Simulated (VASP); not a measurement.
Set up this calculation in VASP 6.6.1, as the native input.

* Task: electric field gradients
* Functional: PBE
* Potentials or basis: VASP PAW PBE potentials, release 64 (Ta_pv, N)
* Cutoff: 520 eV
* k mesh: 9 × 9 × 5
* Occupations: fermi-dirac, width 0.01 eV
* Spin: no spin polarisation
* Dipole correction: no
* Further INCAR settings: ALGO = Normal; EDIFF = 1e-08; NBANDS = 24

The structure of TaN lies in POSCAR:

```
TaN
1.0
    3.0784819984      0.0000000000      0.0000000000
   -1.5392409992      2.6660436156      0.0000000000
    0.0000000000      0.0000000000      4.9180000000
Ta N
2 2
Direct
    0.0000000000      0.0000000000      0.0000000000
    0.0000000000      0.0000000000      0.5000000000
    0.3333333333      0.6666666667      0.2500000000
    0.6666666667      0.3333333333      0.7500000000
```

This cell differs from its parent crystal: equal xx and yy strain of +1 %.

The input as run:

INCAR

```
PREC = Accurate
ENCUT = 520
EDIFF = 1E-8
ISMEAR = -1
SIGMA = 0.01
LREAL = False
LASPH = True
NELM = 60
ALGO = Normal
ISIF = 2
LWAVE = False
LCHARG = False
GGA = PE
LEFG = True
NBANDS = 24
```

KPOINTS

```
regular mesh
0
Gamma
  9 9 5
```

Potentials or basis: VASP PAW PBE potentials, release 64 (Ta_pv, N).

Launch:

```console
$ cat potpaw_PBE.64/Ta_pv/POTCAR potpaw_PBE.64/N/POTCAR > POTCAR
$ mpirun -np 1 vasp_std > vasp.out
```

Results of the run:

| Property | Result |
| --- | --- |
| Pressure | 51.8 GPa |
| Band gap on the k mesh | zero (band 16 reaches 10.30 eV, above the bottom of band 17 at 7.79 eV) |

Caveat: the cell differs from its parent crystal (equal xx and yy strain of +1 %); without QUAD_EFG the Cq values of the log hold for a quadrupole moment of 1 mb, not for the nuclei; spin-orbit coupling is left out, which moves the levels of the heavy elements.

It took 19 s on 1 thread of Intel(R) Xeon(R) Platinum 8488C (Sapphire Rapids) (shared host), peak memory 0.17 GiB.
